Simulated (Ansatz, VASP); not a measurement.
# PbO: VASP beside Ansatz

```
Pb O
1.0
     3.17937    0.00000    0.00000
     0.00000    3.17937    0.00000
     0.00000    0.00000    3.17937
Pb O
1 1
Direct
  0.00000 0.00000 0.00000
  0.50000 0.50000 0.50000
```

Alike in both runs: task single point; functional PBEsol; k mesh 6 × 6 × 6; occupations fermi-dirac, width 0.001 eV; no spin polarisation.

|  | VASP | Ansatz |
| --- | --- | --- |
| version | VASP 6.6.1 | Ansatz 0.2.0 |
| potentials or method | VASP PAW PBE potentials, release 64 (Pb_d, O) | plane waves |
| plane-wave cutoff (eV) | 600 | 420 |
| valence electrons in the cell | 20 | 20 |

```csv
,VASP,Ansatz,Ansatz less VASP
gap on the k mesh at the Fermi level (eV),0.65,0.65,+0.003
pressure (GPa),-2.2,-2.1,+0.07
```

VASP's potentials were made for PBE, not for PBEsol.

Neither program's run includes spin-orbit coupling.
